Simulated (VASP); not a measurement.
# SiNi (P2_13) in VASP: single point with PBE

Aim: the single point of SiNi with PBE.

All numbers are computed with VASP 6.6.1; they aren't measurements. Logs are shortened: lines on timing, memory, paths and dates and some standing lists are left out, and cuts for length are marked.

## (1) The cell of the first run

The structure is cubic, space group P2_13 (No. 198). The conventional cell has a = 4.497 Å, b = 4.497 Å, c = 4.497 Å, α = 90.00°, β = 90.00°, γ = 90.00°. Within 3.0 Å of Ni (site symmetry 3) lie 7 Si at 2.23 to 2.47 Å and 6 Ni at 2.77 Å. Within 3.0 Å of Si (site symmetry 3) lie 7 Ni at 2.23 to 2.47 Å and 6 Si at 2.76 Å.

## (2) Single point, PBE

The input, INCAR:

```
PREC = Accurate ; ENCUT = 520
EDIFF = 1E-7 ; ISMEAR = 0
SIGMA = 0.05 ; LREAL = F
LASPH = T ; NELM = 80
ALGO = Normal ; ISIF = 2
LWAVE = F ; LCHARG = T
GGA = PE ; LELF = T
LVHAR = T ; NBANDS = 38
```

The input, KPOINTS:

```
Automatic mesh
0
Gamma
  5 5 5
```

The input, POSCAR:

```
SiNi
1.0
    4.4967800000      0.0000000000      0.0000000000
    0.0000000000      4.4967800000      0.0000000000
    0.0000000000      0.0000000000      4.4967800000
Ni Si
4 4
Direct
    0.1470000000      0.1470000000      0.1470000000
    0.3530000000      0.8530000000      0.6470000000
    0.6470000000      0.3530000000      0.8530000000
    0.8530000000      0.6470000000      0.3530000000
    0.8601000000      0.8601000000      0.8601000000
    0.6399000000      0.1399000000      0.3601000000
    0.3601000000      0.6399000000      0.1399000000
    0.1399000000      0.3601000000      0.6399000000
```

Potentials or basis: VASP PAW PBE potentials, release 64 (Ni, Si).

Run with:

```
$ cat potpaw_PBE.64/Ni/POTCAR potpaw_PBE.64/Si/POTCAR > POTCAR
$ mpirun -np 1 vasp_std > vasp.out
```

OUTCAR:

```text
PREC = Accurate
   ENCUT = 520
   EDIFF = 1E-7
   ISMEAR = 0
   LREAL = F
   LASPH = T
   NELM = 80
   ISIF = 2
   GGA = PE

 ion  position               nearest neighbor table
   1  0.147  0.147  0.147-   5 2.23   6 2.41   7 2.41   8 2.41   8 2.47   7 2.47   6 2.47   2 2.77
                             3 2.77   4 2.77   4 2.77   3 2.77   2 2.77
   2  0.353  0.853  0.647-   6 2.23   5 2.41   7 2.41   8 2.41   5 2.47   8 2.47   7 2.47   4 2.77
                             1 2.77   1 2.77   3 2.77   3 2.77   4 2.77
   3  0.647  0.353  0.853-   7 2.23   6 2.41   5 2.41   8 2.41   5 2.47   6 2.47   8 2.47   4 2.77
                             1 2.77   4 2.77   2 2.77   1 2.77   2 2.77
   4  0.853  0.647  0.353-   8 2.23   6 2.41   7 2.41   5 2.41   7 2.47   5 2.47   6 2.47   3 2.77
                             1 2.77   3 2.77   1 2.77   2 2.77   2 2.77
   5  0.860  0.860  0.860-   1 2.23   2 2.41   3 2.41   4 2.41   4 2.47   3 2.47   2 2.47   6 2.76
                             6 2.76   7 2.76   8 2.76   8 2.76   7 2.76
   6  0.640  0.140  0.360-   2 2.23   1 2.41   3 2.41   4 2.41   1 2.47   4 2.47   3 2.47   7 2.76
                             8 2.76   5 2.76   5 2.76   7 2.76   8 2.76
   7  0.360  0.640  0.140-   3 2.23   2 2.41   1 2.41   4 2.41   1 2.47   2 2.47   4 2.47   6 2.76
                             8 2.76   8 2.76   6 2.76   5 2.76   5 2.76
   8  0.140  0.360  0.640-   4 2.23   2 2.41   3 2.41   1 2.41   3 2.47   1 2.47   2 2.47   6 2.76
                             7 2.76   7 2.76   5 2.76   5 2.76   6 2.76

  LATTYP: Found a simple cubic cell.
 ALAT       =     4.4967800000

  Lattice vectors:

 A1 = (   4.4967800000,   0.0000000000,   0.0000000000)
 A2 = (   0.0000000000,   4.4967800000,   0.0000000000)
 A3 = (   0.0000000000,   0.0000000000,   4.4967800000)

Analysis of symmetry for initial positions (statically):
=====================================================================
 Subroutine PRICEL returns:
 Original cell was already a primitive cell.

 Routine SETGRP: Setting up the symmetry group for a
 simple cubic supercell.

 Subroutine GETGRP returns: Found 12 space group operations
 (whereof  3 operations were pure point group operations)
 out of a pool of 48 trial point group operations.

The static configuration has the point symmetry C_3 .
 The point group associated with its full space group is T   .

Analysis of symmetry for dynamics (positions and initial velocities):
=====================================================================
 Subroutine PRICEL returns:
 Original cell was already a primitive cell.

 Routine SETGRP: Setting up the symmetry group for a
 simple cubic supercell.

 Subroutine GETGRP returns: Found 12 space group operations
 (whereof  3 operations were pure point group operations)
 out of a pool of 48 trial point group operations.

The dynamic configuration has the point symmetry C_3 .
 The point group associated with its full space group is T   .

 Subroutine INISYM returns: Found 12 space group operations
 (whereof  3 operations are pure point group operations),
 and found     1 'primitive' translations

----------------------------------------------------------------------------------------

                                     Primitive cell

  volume of cell :      90.9295

  direct lattice vectors                    reciprocal lattice vectors
     4.496780000  0.000000000  0.000000000     0.222381348  0.000000000  0.000000000
     0.000000000  4.496780000  0.000000000     0.000000000  0.222381348  0.000000000
     0.000000000  0.000000000  4.496780000     0.000000000  0.000000000  0.222381348

  length of vectors
     4.496780000  4.496780000  4.496780000     0.222381348  0.222381348  0.222381348

  position of ions in fractional coordinates (direct lattice)
     0.147000000  0.147000000  0.147000000
     0.353000000  0.853000000  0.647000000
     0.647000000  0.353000000  0.853000000
     0.853000000  0.647000000  0.353000000
     0.860100000  0.860100000  0.860100000
     0.639900000  0.139900000  0.360100000
     0.360100000  0.639900000  0.139900000
     0.139900000  0.360100000  0.639900000

  ion indices of the primitive-cell ions
   primitive index   ion index
                 1           1
                 2           2
                 3           3
                 4           4
                 5           5
                 6           6
                 7           7
                 8           8

----------------------------------------------------------------------------------------

 KPOINTS: Automatic mesh

Automatic generation of k-mesh.
 Grid dimensions read from file:
 generate k-points for:    5    5    5

 Generating k-lattice:

  Cartesian coordinates                     Fractional coordinates (reciprocal lattice)
     0.044476270  0.000000000  0.000000000     0.200000000  0.000000000  0.000000000
     0.000000000  0.044476270  0.000000000     0.000000000  0.200000000  0.000000000
     0.000000000  0.000000000  0.044476270     0.000000000  0.000000000  0.200000000

  Length of vectors
     0.044476270  0.044476270  0.044476270

  Shift w.r.t. Gamma in fractional coordinates (k-lattice)
     0.000000000  0.000000000  0.000000000

 Subroutine IBZKPT returns following result:
 ===========================================

 Found     11 irreducible k-points:

 Following reciprocal coordinates:
            Coordinates               Weight
  0.000000  0.000000  0.000000      1.000000
  0.200000  0.000000  0.000000      6.000000
  0.400000  0.000000  0.000000      6.000000
  0.200000  0.200000  0.000000     12.000000
  0.400000  0.200000  0.000000     12.000000
 -0.200000  0.400000  0.000000     12.000000
  0.400000  0.400000  0.000000     12.000000
  0.200000  0.200000  0.200000      8.000000
  0.400000  0.200000  0.200000     24.000000
  0.400000  0.400000  0.200000     24.000000
  0.400000  0.400000  0.400000      8.000000
   k-points           NKPTS =     11   k-points in BZ     NKDIM =     11   number of bands    NBANDS=     38
   number of dos      NEDOS =    301   number of ions     NIONS =      8
   total plane-waves  NPLWV =  46656
   dimension x,y,z NGX =    36 NGY =   36 NGZ =   36
   dimension x,y,z NGXF=    72 NGYF=   72 NGZF=   72
   ions per type =               4   4
   NGX,Y,Z   is equivalent  to a cutoff of  13.31, 13.31, 13.31 a.u.
   NGXF,Y,Z  is equivalent  to a cutoff of  26.62, 26.62, 26.62 a.u.
 SYSTEM =  unknown system
   PREC   = accura    normal or accurate (medium, high low for compatibility)
   ISTART =      0    job   : 0-new  1-cont  2-samecut
   ICHARG =      2    charge: 1-file 2-atom 10-const
   ISPIN  =      1    spin polarized calculation?
   LNONCOLLINEAR =      F non collinear calculations
   LSORBIT =      F    spin-orbit coupling
   LASPH  =      T    aspherical Exc in radial PAW
   ENCUT  =  520.0 eV  38.22 Ry    6.18 a.u.   8.36  8.36  8.36*2*pi/ulx,y,z
   NELM   =     80;   NELMIN=  2; NELMDL= -5     # of ELM steps
   EDIFF  = 0.1E-06   stopping-criterion for ELM
   LREAL  =      F    real-space projection
   EDIFFG = 0.1E-05   stopping-criterion for IOM
   NSW    =      0    number of steps for IOM
   IBRION =     -1    ionic relax: 0-MD 1-quasi-New 2-CG
   NFREE  =      0    steps in history (QN), initial steepest desc. (CG)
   ISIF   =      2    stress and relaxation
   ISYM   =      2    0-nonsym 1-usesym 2-fastsym
   POTIM  = 0.5000    time-step for ionic-motion
   TEBEG  =    0.0;   TEEND  =   0.0 temperature during run
   PSTRESS=    0.0 pullay stress
   NELECT =      56.0000    total number of electrons
   NUPDOWN=      -1.0000    fix difference up-down
   EMIN   =  10.00;   EMAX   =-10.00  energy-range for DOS
   EFERMI =   0.00;   METHOD = LEGACY
   ISMEAR =     0;   SIGMA  =   0.05  broadening in eV -4-tet -1-fermi 0-gaus
   EFERMI_NEDOS =   21; number of points for ismear=-14 and -15
   IALGO  =     38    algorithm
   IMIX   =      4    mixing-type and parameters
     AMIX     =   0.40;   BMIX     =  1.00
     AMIX_MAG =   1.60;   BMIX_MAG =  1.00
  volume/ion in A,a.u.               =      11.37        76.70
  Fermi-wavevector in a.u.,A,eV,Ry     =   1.392844  2.632094 26.395505  1.940015
  Thomas-Fermi vector in A             =   2.516548
   LORBIT       =      0    0 simple, 1 ext, 2 COOP (PROOUT), +10 PAW based schemes
   GGA     = PE    functional components
   LHFCALC =     F    Hartree Fock is set to
   AEXX    =    0.0000 exact exchange contribution
   IVDW    =     0    specifies the selected vdW correction
   LEPSILON=     F    determine dielectric tensor
   LRPA    =     F    only Hartree local field effects (RPA)
 non-spin polarized calculation
 Gauss-broadening in eV      SIGMA  =   0.05
  energy-cutoff  :      520.00
  volume of cell :       90.93
 maximum number of plane-waves:      2473
 NGX is ok and might be reduce to    36
   NGX = 17   NGY = 17   NGZ = 17

 number of electron      56.0000063 magnetization

 Free energy of the ion-electron system (eV)
  ---------------------------------------------------
  ext. energy  EPLUGINS =         0.00000000
  ---------------------------------------------------
  free energy    TOTEN  =       -46.55680185 eV

  energy without entropy =      -46.55217190  energy(sigma->0) =      -46.55448687

 E-fermi :  12.0564     XC(G=0): -12.5826

 val. band max:       11.8778543097   @ k =   0.4000   0.0000   0.0000
 cond. band min:      12.0654291931   @ k =   0.2000   0.2000   0.0000
 fundamental gap:      0.1875748833
 Fermi energy:        12.0564064400

 k-point     1 :       0.0000    0.0000    0.0000
  band No.  band energies     occupation
      1      -2.2741      2.00000
      2       3.1540      2.00000
      3       3.1540      2.00000
      4       3.1540      2.00000
      5       5.7241      2.00000
      6       5.7241      2.00000
[... 30 lines left out ...]
     37      16.7659      0.00000
     38      16.7659      0.00000
[... 408 lines left out ...]
     37      17.2705      0.00000
     38      17.8727      0.00000

------------------------ aborting loop because EDIFF is reached ----------------------------------------

  FORCE on cell =-STRESS in cart. coord.  units (eV):
  Direction    XX          YY          ZZ          XY          YZ          ZX
  --------------------------------------------------------------------------------------
  -------------------------------------------------------------------------------------
  Total        2.1575581      2.1575581      2.1575581      0.0000000     -0.0000000      0.0000000
  in kB       38.0161533     38.0161533     38.0161533      0.0000000     -0.0000000      0.0000000
  external PRESSURE =      38.0161533 kB  Pullay stress =       0.0000000 kB

 VOLUME and BASIS-vectors are now :
 -----------------------------------------------------------------------------
  energy-cutoff  :      520.00
  volume of cell :       90.93
      direct lattice vectors                 reciprocal lattice vectors
     4.496780000  0.000000000  0.000000000     0.222381348  0.000000000  0.000000000
     0.000000000  4.496780000  0.000000000     0.000000000  0.222381348  0.000000000
     0.000000000  0.000000000  4.496780000     0.000000000  0.000000000  0.222381348

 POSITION                                       TOTAL-FORCE (eV/Angst)
 -----------------------------------------------------------------------------------
      0.66103      0.66103      0.66103         0.205829      0.205829      0.205829
      1.58736      3.83575      2.90942        -0.205829     -0.205829      0.205829
      2.90942      1.58736      3.83575         0.205829     -0.205829     -0.205829
      3.83575      2.90942      1.58736        -0.205829      0.205829     -0.205829
      3.86768      3.86768      3.86768        -0.685738     -0.685738     -0.685738
      2.87749      0.62910      1.61929         0.685738      0.685738     -0.685738
      1.61929      2.87749      0.62910        -0.685738      0.685738      0.685738
      0.62910      1.61929      2.87749         0.685738     -0.685738      0.685738
 -----------------------------------------------------------------------------------
    total drift:                                0.000000      0.000000      0.000000

  FREE ENERGIE OF THE ION-ELECTRON SYSTEM (eV)
  ---------------------------------------------------
  free  energy   TOTEN  =       -46.5568018501 eV

  energy  without entropy=      -46.5521718998  energy(sigma->0) =      -46.55448687
```

Run time: 25 s. Hardware: 1 thread of Intel Xeon 6975P-C (Granite Rapids), shared host; peak memory 0.2 GiB.

Results:

- Free energy: -46.5568 eV
- Pressure: 3.8 GPa
- Largest force: 1.188 eV/Å
- Band gap on the k mesh: zero (band 28 reaches 12.91 eV, above the bottom of band 29 at 11.84 eV)

Forces on the atoms (eV/Å):
```
Ni   0.206  0.206  0.206
Ni  -0.206 -0.206  0.206
Ni   0.206 -0.206 -0.206
Ni  -0.206  0.206 -0.206
Si  -0.686 -0.686 -0.686
Si   0.686  0.686 -0.686
Si  -0.686  0.686  0.686
Si   0.686 -0.686  0.686
```

Levels at points of the mesh, in eV from the Fermi level:
| k point | band 24 | band 25 | band 26 | band 27 | band 28 | band 29 | band 30 | band 31 | band 32 | band 33 |
| --- | --- | --- | --- | --- | --- | --- | --- | --- | --- | --- |
| (0.00, 0.00, 0.00) | -2.21 | -1.72 | -1.72 | -1.72 | 0.85 | 0.85 | 0.85 | 1.35 | 1.35 | 1.90 |

Caveat: forces of over 1 eV/Å act on the atoms, so gaps and moduli don't describe the material at rest.
